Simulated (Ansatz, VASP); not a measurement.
## Rh in VASP and in Ansatz

POSCAR

```
Rh
1.0
    0.0000000000      1.8445035000      1.8730267500
    1.8445035000      0.0000000000      1.8730267500
    1.8445035000      1.8445035000      0.0000000000
Rh
1
Direct
    0.0000000000      0.0000000000      0.0000000000
```

File INCAR.step1:

```
ALGO = Normal
EDIFF = 1E-4
ENCUT = 520
GGA = PE
ISMEAR = 0
LASPH = T
LCHARG = F
LREAL = F
LWAVE = T
NBANDS = 14
NELM = 100
PREC = Accurate
SIGMA = 0.15
```

The input INCAR.step2:

```
ALGO = Normal
EDIFF = 1E-6
ENCUT = 520
ISIF = 2
ISMEAR = 0
ISTART = 1
LASPH = T
LCHARG = F
LMIXTAU = T
LREAL = F
LWAVE = F
METAGGA = R2SCAN
NBANDS = 14
NELM = 100
PREC = Accurate
SIGMA = 0.15
```

KPOINTS

```
k-points
0
Gamma
  22 22 22
```

Input for Ansatz:

```yaml
crystal:
  lattice:
    - [0.0, 1.8445035, 1.87302675]
    - [1.8445035, 0.0, 1.87302675]
    - [1.8445035, 1.8445035, 0.0]
  atoms:
    - { symbol: Rh, position: [0.0, 0.0, 0.0] }
basis:
  ecutwfc: 500
kpoints:
  mp_grid: { grid: [22, 22, 22] }
hamiltonian:
  xc: r2scan
scf:
  occupations: { method: gaussian, width: 0.15 }
output:
  forces: true
  stress: true
  eigenvalues: true
```

Change from the starting cell: strain -0.030 along x and y, -0.015 along z, atoms carried along.

Alike in both runs: task single point; functional r2SCAN; k mesh 22 × 22 × 22; occupations gaussian, width 0.15 eV; no spin polarisation.

```csv
,VASP,Ansatz
version,VASP 6.6.1,Ansatz 0.2.0
potentials or method,"VASP PAW PBE potentials, release 64 (Rh_pv), cutoff 520 eV","scalar-relativistic, plane waves, PAW"
valence electrons in the cell,15,17
```

```csv
,VASP,Ansatz,Ansatz less VASP
gap on the k mesh at the Fermi level (eV),none,none,-
pressure (GPa),26.9,25.2,-1.70
"traceless stress, the component that is largest in VASP (GPa)",-3.14,-3.13,+0.018
```

VASP's potentials were made for PBE, not for r2SCAN. A gap of «none» marks a metal or a gap that the smearing closes. The functional is the same, so the differences come from potentials, cutoffs and numerics. VASP's potentials hold 15 valence electrons a cell and Ansatz's 17, so a difference there can come from the potentials and not from the codes.
